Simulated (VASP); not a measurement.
# PbS (Galena) in VASP: further runs, part 2 of 2

VASP 6.6.1. Earlier steps stand in the parts before.

**3. Single point, LDA**

The input, INCAR:

```
PREC = Accurate
ENCUT = 500
EDIFF = 1E-6
ISMEAR = 0
SIGMA = 0.01
LREAL = F
LASPH = T
NELM = 120
ALGO = Normal
ISIF = 2
LWAVE = F
LCHARG = F
NBANDS = 17
GGA_COMPAT = F
```

The input, KPOINTS:

```
Automatic mesh
0
Gamma
  5 5 5
```

The input, POSCAR:

```
PbS
1.0
    0.0000000000      2.9657500000      2.9657500000
    2.9657500000      0.0000000000      2.9657500000
    2.9657500000      2.9657500000      0.0000000000
Pb S
1 1
Direct
    0.0016859142     -0.0016859142      0.0016859142
    0.5000000000      0.5000000000      0.5000000000
```

Potentials or basis: VASP PAW LDA potentials, release 64 (Pb_d, S).

Command:

```bash
> cat potpaw_LDA.64/Pb_d/POTCAR potpaw_LDA.64/S/POTCAR > POTCAR
> mpirun -np 1 vasp_std > vasp.out
```

OUTCAR:

```text
PREC = Accurate
   ENCUT = 500
   EDIFF = 1E-6
   ISMEAR = 0
   LREAL = F
   LASPH = T
   NELM = 120
   ISIF = 2

 ion  position               nearest neighbor table
   1  0.002  0.998  0.002-   2 2.96   2 2.97   2 2.97   2 2.97   2 2.97   2 2.98
   2  0.500  0.500  0.500-   1 2.96   1 2.97   1 2.97   1 2.97   1 2.97   1 2.98

  LATTYP: Found a face centered cubic cell.
 ALAT       =     5.9315000000

  Lattice vectors:

 A1 = (   0.0000000000,   2.9657500000,   2.9657500000)
 A2 = (   2.9657500000,   0.0000000000,   2.9657500000)
 A3 = (   2.9657500000,   2.9657500000,   0.0000000000)

Analysis of symmetry for initial positions (statically):
=====================================================================
 Subroutine PRICEL returns:
 Original cell was already a primitive cell.

 Routine SETGRP: Setting up the symmetry group for a
 face centered cubic supercell.

 Subroutine GETGRP returns: Found  8 space group operations
 (whereof  8 operations were pure point group operations)
 out of a pool of 48 trial point group operations.

The static configuration has the point symmetry C_4v.

Analysis of symmetry for dynamics (positions and initial velocities):
=====================================================================
 Subroutine PRICEL returns:
 Original cell was already a primitive cell.

 Routine SETGRP: Setting up the symmetry group for a
 face centered cubic supercell.

 Subroutine GETGRP returns: Found  8 space group operations
 (whereof  8 operations were pure point group operations)
 out of a pool of 48 trial point group operations.

The dynamic configuration has the point symmetry C_4v.

 Subroutine INISYM returns: Found  8 space group operations
 (whereof  8 operations are pure point group operations),
 and found     1 'primitive' translations

----------------------------------------------------------------------------------------

                                     Primitive cell

  volume of cell :      52.1715

  direct lattice vectors                    reciprocal lattice vectors
     0.000000000  2.965750000  2.965750000    -0.168591419  0.168591419  0.168591419
     2.965750000  0.000000000  2.965750000     0.168591419 -0.168591419  0.168591419
     2.965750000  2.965750000  0.000000000     0.168591419  0.168591419 -0.168591419

  length of vectors
     4.194203873  4.194203873  4.194203873     0.292008903  0.292008903  0.292008903

  position of ions in fractional coordinates (direct lattice)
     0.001685914  0.998314086  0.001685914
     0.500000000  0.500000000  0.500000000

  ion indices of the primitive-cell ions
   primitive index   ion index
                 1           1
                 2           2

----------------------------------------------------------------------------------------

 KPOINTS: Automatic mesh

Automatic generation of k-mesh.
 Grid dimensions read from file:
 generate k-points for:    5    5    5

 Generating k-lattice:

  Cartesian coordinates                     Fractional coordinates (reciprocal lattice)
    -0.033718284  0.033718284  0.033718284     0.200000000  0.000000000  0.000000000
     0.033718284 -0.033718284  0.033718284     0.000000000  0.200000000  0.000000000
     0.033718284  0.033718284 -0.033718284     0.000000000  0.000000000  0.200000000

  Length of vectors
     0.058401781  0.058401781  0.058401781

  Shift w.r.t. Gamma in fractional coordinates (k-lattice)
     0.000000000  0.000000000  0.000000000

 Subroutine IBZKPT returns following result:
 ===========================================

 Found     18 irreducible k-points:

 Following reciprocal coordinates:
            Coordinates               Weight
  0.000000  0.000000  0.000000      1.000000
  0.200000  0.000000  0.000000      8.000000
  0.400000  0.000000  0.000000      8.000000
  0.200000  0.200000  0.000000      4.000000
  0.200000  0.000000  0.200000      2.000000
  0.400000  0.200000  0.000000     16.000000
[... 10 lines left out ...]
  0.200000 -0.400000  0.400000      8.000000
  0.400000  0.200000 -0.400000      8.000000
   k-points           NKPTS =     18   k-points in BZ     NKDIM =     18   number of bands    NBANDS=     17
   number of dos      NEDOS =    301   number of ions     NIONS =      2
   total plane-waves  NPLWV =  32768
   dimension x,y,z NGX =    32 NGY =   32 NGZ =   32
   dimension x,y,z NGXF=    64 NGYF=   64 NGZF=   64
   ions per type =               1   1
   NGX,Y,Z   is equivalent  to a cutoff of  12.68, 12.68, 12.68 a.u.
   NGXF,Y,Z  is equivalent  to a cutoff of  25.37, 25.37, 25.37 a.u.
 SYSTEM =  unknown system
   PREC   = accura    normal or accurate (medium, high low for compatibility)
   ISTART =      0    job   : 0-new  1-cont  2-samecut
   ICHARG =      2    charge: 1-file 2-atom 10-const
   ISPIN  =      1    spin polarized calculation?
   LNONCOLLINEAR =      F non collinear calculations
   LSORBIT =      F    spin-orbit coupling
   LASPH  =      T    aspherical Exc in radial PAW
   ENCUT  =  500.0 eV  36.75 Ry    6.06 a.u.   7.65  7.65  7.65*2*pi/ulx,y,z
   NELM   =    120;   NELMIN=  2; NELMDL= -5     # of ELM steps
   EDIFF  = 0.1E-05   stopping-criterion for ELM
   LREAL  =      F    real-space projection
   EDIFFG = 0.1E-04   stopping-criterion for IOM
   NSW    =      0    number of steps for IOM
   IBRION =     -1    ionic relax: 0-MD 1-quasi-New 2-CG
   NFREE  =      0    steps in history (QN), initial steepest desc. (CG)
   ISIF   =      2    stress and relaxation
   ISYM   =      2    0-nonsym 1-usesym 2-fastsym
   POTIM  = 0.5000    time-step for ionic-motion
   TEBEG  =    0.0;   TEEND  =   0.0 temperature during run
   PSTRESS=    0.0 pullay stress
   NELECT =      20.0000    total number of electrons
   NUPDOWN=      -1.0000    fix difference up-down
   EMIN   =  10.00;   EMAX   =-10.00  energy-range for DOS
   EFERMI =   0.00;   METHOD = LEGACY
   ISMEAR =     0;   SIGMA  =   0.01  broadening in eV -4-tet -1-fermi 0-gaus
   EFERMI_NEDOS =   21; number of points for ismear=-14 and -15
   IALGO  =     38    algorithm
   IMIX   =      4    mixing-type and parameters
     AMIX     =   0.40;   BMIX     =  1.00
     AMIX_MAG =   1.60;   BMIX_MAG =  1.00
  volume/ion in A,a.u.               =      26.09       176.04
  Fermi-wavevector in a.u.,A,eV,Ry     =   1.189251  2.247359 19.242973  1.414319
  Thomas-Fermi vector in A             =   2.325363
   LORBIT       =      0    0 simple, 1 ext, 2 COOP (PROOUT), +10 PAW based schemes
   GGA     = CA    functional components
   LHFCALC =     F    Hartree Fock is set to
   AEXX    =    0.0000 exact exchange contribution
   IVDW    =     0    specifies the selected vdW correction
   LEPSILON=     F    determine dielectric tensor
   LRPA    =     F    only Hartree local field effects (RPA)
 non-spin polarized calculation
 Gauss-broadening in eV      SIGMA  =   0.01
  energy-cutoff  :      500.00
  volume of cell :       52.17
 maximum number of plane-waves:      1363
   NGX = 15   NGY = 15   NGZ = 15

 number of electron      19.9999998 magnetization

 Free energy of the ion-electron system (eV)
  ---------------------------------------------------
  ext. energy  EPLUGINS =         0.00000000
  ---------------------------------------------------
  free energy    TOTEN  =        -9.99738238 eV

  energy without entropy =       -9.99738238  energy(sigma->0) =       -9.99738238

 E-fermi :   5.2068     XC(G=0): -10.0320

 val. band max:        5.1518109108   @ k =   0.4000   0.0000   0.0000
 cond. band min:       6.3778565952   @ k =   0.4000   0.0000   0.0000
 fundamental gap:      1.2260456845
 Fermi energy:         5.2068093017

 k-point     1 :       0.0000    0.0000    0.0000
  band No.  band energies     occupation
      1     -11.1872      2.00000
      2     -11.1872      2.00000
      3     -11.1872      2.00000
      4     -11.1786      2.00000
      5     -11.1786      2.00000
      6      -7.9832      2.00000
[... 9 lines left out ...]
     16      12.2384      0.00000
     17      14.0308      0.00000
[... 321 lines left out ...]
 k-point    18 :       0.4000    0.2000   -0.4000
  band No.  band energies     occupation
      1     -11.2777      2.00000
      2     -11.1828      2.00000
      3     -11.1801      2.00000
      4     -11.1533      2.00000
      5     -11.1309      2.00000
      6      -6.3615      2.00000
[... 9 lines left out ...]
     16      17.1210      0.00000
     17      17.2234      0.00000

------------------------ aborting loop because EDIFF is reached ----------------------------------------

  FORCE on cell =-STRESS in cart. coord.  units (eV):
  Direction    XX          YY          ZZ          XY          YZ          ZX
  --------------------------------------------------------------------------------------
  -------------------------------------------------------------------------------------
  Total       -0.9045121     -0.9032055     -0.9045121     -0.0000000     -0.0000000      0.0000000
  in kB      -27.7773830    -27.7372605    -27.7773830     -0.0000000     -0.0000000      0.0000000
  external PRESSURE =     -27.7640088 kB  Pullay stress =       0.0000000 kB

 VOLUME and BASIS-vectors are now :
 -----------------------------------------------------------------------------
  energy-cutoff  :      500.00
  volume of cell :       52.17
      direct lattice vectors                 reciprocal lattice vectors
     0.000000000  2.965750000  2.965750000    -0.168591419  0.168591419  0.168591419
     2.965750000  0.000000000  2.965750000     0.168591419 -0.168591419  0.168591419
     2.965750000  2.965750000  0.000000000     0.168591419  0.168591419 -0.168591419

 POSITION                                       TOTAL-FORCE (eV/Angst)
 -----------------------------------------------------------------------------------
      2.96575      0.01000      2.96575         0.000000     -0.000727      0.000000
      2.96575      2.96575      2.96575         0.000000      0.000727      0.000000
 -----------------------------------------------------------------------------------
    total drift:                                0.000000     -0.000155      0.000000

  FREE ENERGIE OF THE ION-ELECTRON SYSTEM (eV)
  ---------------------------------------------------
  free  energy   TOTEN  =        -9.9973823772 eV

  energy  without entropy=       -9.9973823772  energy(sigma->0) =       -9.99738238
```

It took 8.6 s on 1 thread of AMD EPYC 9R45 (Zen 5), shared host; peak memory 0.12 GiB.

Results:

| Item | Value |
| --- | --- |
| Free energy | -9.9974 eV |
| Pressure | -2.8 GPa |
| Band gap on the k mesh | 1.23 eV, direct |

Levels at points of the mesh, in eV from the valence-band top:
| k point | band 7 | band 8 | band 9 | band 10 | band 11 | band 12 | band 13 | band 14 |
| --- | --- | --- | --- | --- | --- | --- | --- | --- |
| (0.00, 0.00, 0.00) | -5.64 | -1.73 | -1.73 | -1.73 | 5.51 | 5.51 | 5.51 | 7.09 |

Caveat: spin-orbit coupling is left out, which moves the levels of the heavy elements. A k mesh can miss the band edges.
